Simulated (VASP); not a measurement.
# TaN (I4/mmm) in VASP: a series of runs

The runs below take TaN through single point, with PBEsol.

All numbers are computed with VASP 6.6.1; they aren't measurements. Logs are shortened: lines on timing, memory, paths and dates and some standing lists are left out, and cuts for length are marked.

### 1 The cell of the first run

The structure is tetragonal, space group I4/mmm (No. 139). Conventional cell: a = 3.094 Å, b = 3.094 Å, c = 4.258 Å, α = 90.00°, β = 90.00°, γ = 90.00°. Ta (site symmetry 4/mmm) has 6 N at 2.13 to 2.19 Å within 2.8 Å. N (site symmetry 4/mmm) has 6 Ta at 2.13 to 2.19 Å within 2.8 Å.

### 2 Single point, PBEsol (engineering shear strain xz +0.0000, normal strain along z -0.0267)

File INCAR:

```
SYSTEM = TaN
ALGO     = Normal         ! electronic algorithm
EDIFF    = 1E-6           ! SCF threshold, eV
ENCUT    = 700            ! plane-wave cutoff, eV
GGA      = PS             ! functional
GGA_COMPAT= .False.      
ISIF     = 2              ! what is computed and relaxed
ISMEAR   = 0              ! smearing method
LASPH    = .True.         ! aspherical terms in the spheres
LCHARG   = .False.        ! write CHGCAR
LREAL    = .False.        ! projectors in reciprocal space
LWAVE    = .False.        ! write WAVECAR
NBANDS   = 16             ! bands
NELM     = 120            ! most SCF steps
PREC     = Accurate       ! precision mode
SIGMA    = 0.15           ! smearing width, eV
```

File KPOINTS:

```
k-points
0
Gamma
  18 18 18
  0 0 0
```

File POSCAR:

```
TaN
1.0
    0.0000000000      2.1874436400      2.1290388948
    2.1874436400      0.0000000000      2.1290388948
    2.1874436400      2.1874436400      0.0000000000
Ta N
1 1
Direct
    0.5000000000      0.5000000000      0.5000000000
    0.0000000000      0.0000000000      0.0000000000
```

Potentials or basis: VASP PAW PBE potentials, release 64 (Ta_sv_GW, N).

On the command line:

```console
$ cat potpaw_PBE.64/Ta_sv_GW/POTCAR potpaw_PBE.64/N/POTCAR > POTCAR
$ mpirun -np 1 vasp_std > vasp.out
```

OUTCAR:

```text
SYSTEM = TaN
   EDIFF = 1E-6
   ENCUT = 700
   GGA = PS
   ISIF = 2
   ISMEAR = 0
   LASPH = .True.
   LREAL = .False.
   NELM = 120
   PREC = Accurate

 ion  position               nearest neighbor table
   1  0.500  0.500  0.500-   2 2.13   2 2.13   2 2.19   2 2.19   2 2.19   2 2.19
   2  0.000  0.000  0.000-   1 2.13   1 2.13   1 2.19   1 2.19   1 2.19   1 2.19

  LATTYP: Found a body centered tetragonal cell.
 ALAT       =     3.0935124626
 C/A-ratio  =     1.3764540602

  Lattice vectors:

 A1 = (   0.0000000000,  -2.1874436400,  -2.1290388948)
 A2 = (   0.0000000000,   2.1874436400,  -2.1290388948)
 A3 = (   2.1874436400,   0.0000000000,   2.1290388948)

Analysis of symmetry for initial positions (statically):
=====================================================================
 Subroutine PRICEL returns:
 Original cell was already a primitive cell.

 Routine SETGRP: Setting up the symmetry group for a
 body centered tetragonal supercell.

 Subroutine GETGRP returns: Found 16 space group operations
 (whereof 16 operations were pure point group operations)
 out of a pool of 16 trial point group operations.

The static configuration has the point symmetry D_4h.

Analysis of symmetry for dynamics (positions and initial velocities):
=====================================================================
 Subroutine PRICEL returns:
 Original cell was already a primitive cell.

 Routine SETGRP: Setting up the symmetry group for a
 body centered tetragonal supercell.

 Subroutine GETGRP returns: Found 16 space group operations
 (whereof 16 operations were pure point group operations)
 out of a pool of 16 trial point group operations.

The dynamic configuration has the point symmetry D_4h.

 Subroutine INISYM returns: Found 16 space group operations
 (whereof 16 operations are pure point group operations),
 and found     1 'primitive' translations

----------------------------------------------------------------------------------------

                                     Primitive cell

  volume of cell :      20.3745

  direct lattice vectors                    reciprocal lattice vectors
     0.000000000  2.187443640  2.129038895    -0.228577318  0.228577318  0.234847753
     2.187443640  0.000000000  2.129038895     0.228577318 -0.228577318  0.234847753
     2.187443640  2.187443640  0.000000000     0.228577318  0.228577318 -0.234847753

  length of vectors
     3.052493455  3.052493455  3.093512463     0.399560568  0.399560568  0.399560568

  position of ions in fractional coordinates (direct lattice)
     0.500000000  0.500000000  0.500000000
     0.000000000  0.000000000  0.000000000

  ion indices of the primitive-cell ions
   primitive index   ion index
                 1           1
                 2           2

----------------------------------------------------------------------------------------

 KPOINTS: k-points

Automatic generation of k-mesh.
 Grid dimensions read from file:
 generate k-points for:   18   18   18

 Generating k-lattice:

  Cartesian coordinates                     Fractional coordinates (reciprocal lattice)
    -0.012698740  0.012698740  0.013047097     0.055555556  0.000000000  0.000000000
     0.012698740 -0.012698740  0.013047097     0.000000000  0.055555556  0.000000000
     0.012698740  0.012698740 -0.013047097     0.000000000  0.000000000  0.055555556

  Length of vectors
     0.022197809  0.022197809  0.022197809

  Shift w.r.t. Gamma in fractional coordinates (k-lattice)
     0.000000000  0.000000000  0.000000000

 Subroutine IBZKPT returns following result:
 ===========================================

 Found    480 irreducible k-points:

 Following reciprocal coordinates:
            Coordinates               Weight
  0.000000  0.000000  0.000000      1.000000
  0.055556 -0.000000  0.000000      8.000000
  0.111111 -0.000000  0.000000      8.000000
  0.166667 -0.000000  0.000000      8.000000
  0.222222 -0.000000  0.000000      8.000000
  0.277778  0.000000  0.000000      8.000000
[... 16 lines left out ...]
 -0.277778  0.055556  0.000000      8.000000
 -0.222222  0.055556  0.000000      8.000000
 [... further k-points ...]
   k-points           NKPTS =    480   k-points in BZ     NKDIM =    480   number of bands    NBANDS=     16
   number of dos      NEDOS =    301   number of ions     NIONS =      2
   total plane-waves  NPLWV =  21952
   dimension x,y,z NGX =    28 NGY =   28 NGZ =   28
   dimension x,y,z NGXF=    56 NGYF=   56 NGZF=   56
   ions per type =               1   1
   NGX,Y,Z   is equivalent  to a cutoff of  15.25, 15.25, 15.05 a.u.
   NGXF,Y,Z  is equivalent  to a cutoff of  30.50, 30.50, 30.09 a.u.
 SYSTEM =  TaN
   PREC   = accura    normal or accurate (medium, high low for compatibility)
   ISTART =      0    job   : 0-new  1-cont  2-samecut
   ICHARG =      2    charge: 1-file 2-atom 10-const
   ISPIN  =      1    spin polarized calculation?
   LNONCOLLINEAR =      F non collinear calculations
   LSORBIT =      F    spin-orbit coupling
   LASPH  =      T    aspherical Exc in radial PAW
   ENCUT  =  700.0 eV  51.45 Ry    7.17 a.u.   6.59  6.59  6.67*2*pi/ulx,y,z
   NELM   =    120;   NELMIN=  2; NELMDL= -5     # of ELM steps
   EDIFF  = 0.1E-05   stopping-criterion for ELM
   LREAL  =      F    real-space projection
[... 7 lines left out ...]
   TEBEG  =    0.0;   TEEND  =   0.0 temperature during run
   PSTRESS=    0.0 pullay stress
   NELECT =      18.0000    total number of electrons
   NUPDOWN=      -1.0000    fix difference up-down
   EMIN   =  10.00;   EMAX   =-10.00  energy-range for DOS
   EFERMI =   0.00;   METHOD = LEGACY
   ISMEAR =     0;   SIGMA  =   0.15  broadening in eV -4-tet -1-fermi 0-gaus
   EFERMI_NEDOS =   21; number of points for ismear=-14 and -15
   IALGO  =     38    algorithm
   IMIX   =      4    mixing-type and parameters
     AMIX     =   0.40;   BMIX     =  1.00
     AMIX_MAG =   1.60;   BMIX_MAG =  1.00
  volume/ion in A,a.u.               =      10.19        68.75
  Fermi-wavevector in a.u.,A,eV,Ry     =   1.570857  2.968489 33.573608  2.467591
  Thomas-Fermi vector in A             =   2.672527
   LORBIT       =      0    0 simple, 1 ext, 2 COOP (PROOUT), +10 PAW based schemes
   GGA     = PS    functional components
   LHFCALC =     F    Hartree Fock is set to
   AEXX    =    0.0000 exact exchange contribution
   IVDW    =     0    specifies the selected vdW correction
   LEPSILON=     F    determine dielectric tensor
   LRPA    =     F    only Hartree local field effects (RPA)
 non-spin polarized calculation
 Gauss-broadening in eV      SIGMA  =   0.15
  energy-cutoff  :      700.00
  volume of cell :       20.37
 maximum number of plane-waves:       885
   NGX = 13   NGY = 13   NGZ = 13

 number of electron      17.9999999 magnetization

 Free energy of the ion-electron system (eV)
  ---------------------------------------------------
  ext. energy  EPLUGINS =         0.00000000
  ---------------------------------------------------
  free energy    TOTEN  =       -25.72469340 eV

  energy without entropy =      -25.71596224  energy(sigma->0) =      -25.72032782

 E-fermi :  14.3199     XC(G=0): -14.2092

 val. band max:       14.2979516474   @ k =  -0.3333   0.2778   0.1111
 cond. band min:      14.3208310066   @ k =   0.2222  -0.0000   0.1111
 fundamental gap:      0.0228793592
 Fermi energy:        14.3199158877

 k-point     1 :       0.0000    0.0000    0.0000
  band No.  band energies     occupation
      1     -55.1132      2.00000
      2     -21.2848      2.00000
      3     -21.2848      2.00000
      4     -21.2791      2.00000
      5      -4.8315      2.00000
      6      10.3470      2.00000
[... 8 lines left out ...]
     15      23.4607      0.00000
     16      38.7300      0.00000

 k-point     2 :       0.0556   -0.0000    0.0000
  band No.  band energies     occupation
      1     -55.1111      2.00000
      2     -21.3164      2.00000
      3     -21.2883      2.00000
      4     -21.2832      2.00000
      5      -4.7489      2.00000
      6       9.9380      2.00000
[... 8 lines left out ...]
     15      23.7063      0.00000
     16      37.6883      0.00000

 k-point     3 :       0.1111   -0.0000    0.0000
  band No.  band energies     occupation
      1     -55.1050      2.00000
      2     -21.4113      2.00000
      3     -21.2986      2.00000
      4     -21.2899      2.00000
      5      -4.5085      2.00000
      6       9.0381      2.00000
[... 8 lines left out ...]
     15      24.4014      0.00000
     16      35.7240      0.00000

 k-point     4 :       0.1667   -0.0000    0.0000
  band No.  band energies     occupation
      1     -55.0958      2.00000
      2     -21.5538      2.00000
      3     -21.3142      2.00000
      4     -21.3000      2.00000
      5      -4.1313      2.00000
      6       7.9941      2.00000
[... 8 lines left out ...]
     15      25.4126      0.00000
     16      33.7794      0.00000
[... 324 lines left out ...]
 k-point    22 :      -0.3333    0.0556    0.0000
  band No.  band energies     occupation
      1     -55.0566      2.00000
      2     -22.0922      2.00000
      3     -21.3768      2.00000
      4     -21.3690      2.00000
      5      -2.4022      2.00000
      6       4.7840      2.00000
[... 8 lines left out ...]
     15      26.4678      0.00000
     16      28.8548      0.00000

 k-point    23 :      -0.2778    0.0556    0.0000
  band No.  band energies     occupation
      1     -55.0674      2.00000
      2     -21.9437      2.00000
      3     -21.3674      2.00000
      4     -21.3482      2.00000
      5      -2.9350      2.00000
      6       5.5841      2.00000
[... 8 lines left out ...]
     15      26.8990      0.00000
     16      29.8345      0.00000

 k-point    24 :      -0.2222    0.0556    0.0000
  band No.  band energies     occupation
      1     -55.0793      2.00000
      2     -21.7754      2.00000
      3     -21.3540      2.00000
      4     -21.3274      2.00000
      5      -3.4704      2.00000
      6       6.4903      2.00000
[... 8 lines left out ...]
     15      26.8136      0.00000
     16      30.6764      0.00000

 [... further k-points ...]

------------------------ aborting loop because EDIFF is reached ----------------------------------------

  FORCE on cell =-STRESS in cart. coord.  units (eV):
  Direction    XX          YY          ZZ          XY          YZ          ZX
  --------------------------------------------------------------------------------------
  -------------------------------------------------------------------------------------
  Total        0.5514372      0.5514372      3.1836877      0.0000000      0.0000000     -0.0000000
  in kB       43.3629966     43.3629966    250.3535189      0.0000000      0.0000000     -0.0000000
  external PRESSURE =     112.3598374 kB  Pullay stress =       0.0000000 kB

 VOLUME and BASIS-vectors are now :
 -----------------------------------------------------------------------------
  energy-cutoff  :      700.00
  volume of cell :       20.37
      direct lattice vectors                 reciprocal lattice vectors
     0.000000000  2.187443640  2.129038895    -0.228577318  0.228577318  0.234847753
     2.187443640  0.000000000  2.129038895     0.228577318 -0.228577318  0.234847753
     2.187443640  2.187443640  0.000000000     0.228577318  0.228577318 -0.234847753

 POSITION                                       TOTAL-FORCE (eV/Angst)
 -----------------------------------------------------------------------------------
      2.18744      2.18744      2.12904         0.000000      0.000000     -0.000000
      0.00000      0.00000      0.00000         0.000000      0.000000      0.000000
 -----------------------------------------------------------------------------------
    total drift:                                0.000000      0.000000      0.000000

  FREE ENERGIE OF THE ION-ELECTRON SYSTEM (eV)
  ---------------------------------------------------
  free  energy   TOTEN  =       -25.7246934027 eV

  energy  without entropy=      -25.7159622385  energy(sigma->0) =      -25.72032782
```

It took 2.2 min on 1 thread of AMD EPYC 9R45 (Zen 5), shared host; peak memory 0.36 GiB.

Results:

- Free energy: -25.7247 eV
- Pressure: 11.2 GPa
- Band gap on the k mesh: zero (bands 9 and 10 overlap by 4.27 eV)

Stress tensor (GPa, compression positive):
```
 4.34  0.00  0.00
 0.00  4.34  0.00
 0.00  0.00 25.04
```

Caveat: the cell differs from its parent crystal (engineering shear strain xz +0.0000, normal strain along z -0.0267); the stress differs along the axes, from 4 to 25 GPa; the PAW data sets were made with another functional, which shifts forces and pressure a little; spin-orbit coupling is left out, which moves the levels of the heavy elements.

### 3 Single point, PBEsol (engineering shear strain xz +0.0000, normal strain along z +0.0267)

File INCAR:

```
SYSTEM = TaN
ALGO = Normal
EDIFF = 1E-6
ENCUT = 700
GGA = PS
GGA_COMPAT = .False.
ISIF = 2
ISMEAR = 0
LASPH = .True.
LCHARG = .False.
LREAL = .False.
LWAVE = .False.
NBANDS = 16
NELM = 120
PREC = Accurate
SIGMA = 0.15
```

KPOINTS is that of step 2.

File POSCAR:

```
TaN
1.0
    0.0000000000      2.1874436400      2.2458483852
    2.1874436400      0.0000000000      2.2458483852
    2.1874436400      2.1874436400      0.0000000000
Ta N
1 1
Direct
    0.5000000000      0.5000000000      0.5000000000
    0.0000000000      0.0000000000      0.0000000000
```

Potentials or basis: VASP PAW PBE potentials, release 64 (Ta_sv_GW, N).

On the command line:

```console
$ cat potpaw_PBE.64/Ta_sv_GW/POTCAR potpaw_PBE.64/N/POTCAR > POTCAR
$ mpirun -np 1 vasp_std > vasp.out
```

Run time: 2.5 min. Hardware: 1 thread of Intel Xeon Platinum 8488C (Sapphire Rapids), shared host; peak memory 0.4 GiB.

The run converged. Its results:

```yaml
Free_energy: -25.7370 eV
Pressure: -8.2 GPa
Band_gap_on_the_k_mesh: zero (bands 9 and 10 overlap by 3.78 eV)
```

Stress tensor (GPa, compression positive):
```
 -3.64   0.00   0.00
  0.00  -3.64   0.00
  0.00   0.00 -17.31
```

Levels at points of the mesh, in eV from the Fermi level:
```csv
k point,band 5,band 6,band 7,band 8,band 9,band 10,band 11,band 12,band 13,band 14
"(0.00, 0.00, 0.00)",-18.71,-3.84,-3.74,-3.74,-2.31,-1.98,-1.98,-0.29,0.21,1.58
"(0.50, 0.00, 0.00)",-15.70,-10.31,-7.53,-7.51,1.79,1.91,2.05,3.72,7.07,7.77
"(0.50, 0.50, 0.00)",-17.47,-6.78,-5.39,-4.51,-4.51,2.05,3.50,3.50,4.40,6.52
"(0.50, 0.00, 0.50)",-17.45,-6.52,-5.43,-4.68,-4.59,2.02,3.33,3.69,4.52,6.69
```

Caveat: the cell differs from its parent crystal (engineering shear strain xz +0.0000, normal strain along z +0.0267); the stress differs along the axes, from -17 to -4 GPa; the PAW data sets were made with another functional, which shifts forces and pressure a little; spin-orbit coupling is left out, which moves the levels of the heavy elements.

The gap in the log of VASP goes by the Fermi energy; the results here count the filled bands.